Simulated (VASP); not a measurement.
Input of a VASP 6.6.1 run:

Contents of INCAR:

```
SYSTEM = V
PREC = Accurate
ENCUT = 520
EDIFF = 1E-6
ISMEAR = -1
SIGMA = 0.1
LREAL = .False.
LASPH = .True.
NELM = 60
ALGO = Normal
ISIF = 2
LWAVE = .False.
LCHARG = .False.
GGA = PS
NBANDS = 26
```

KPOINTS

```
regular mesh
0
Gamma
  11 11 18
  0 0 0
```

File POSCAR:

```
V
1.0
    4.4017046574      0.0000000000      0.0000000000
   -2.2008523287      3.8119880532      0.0000000000
    0.0000000000      0.0000000000      2.3520837564
V
3
Direct
    0.0000000000      0.0000000000      0.0000000000
    0.3333333333      0.6666666667      0.5000000000
    0.6666666667      0.3333333333      0.5000000000
```

Potentials or basis: VASP PAW PBE potentials, release 64 (V_sv).

Launch:

```bash
$ cat potpaw_PBE.64/V_sv/POTCAR > POTCAR
$ mpirun -np 1 vasp_std > vasp.out
```

(1) Estimate the band gap on the k mesh.

(2) Estimate the pressure.

Answers

(1) zero (an odd number of electrons rules out a gap without spin polarisation).

(2) 0.2 GPa.

Caveat: the PAW data sets were made with another functional, which shifts forces and pressure a little.
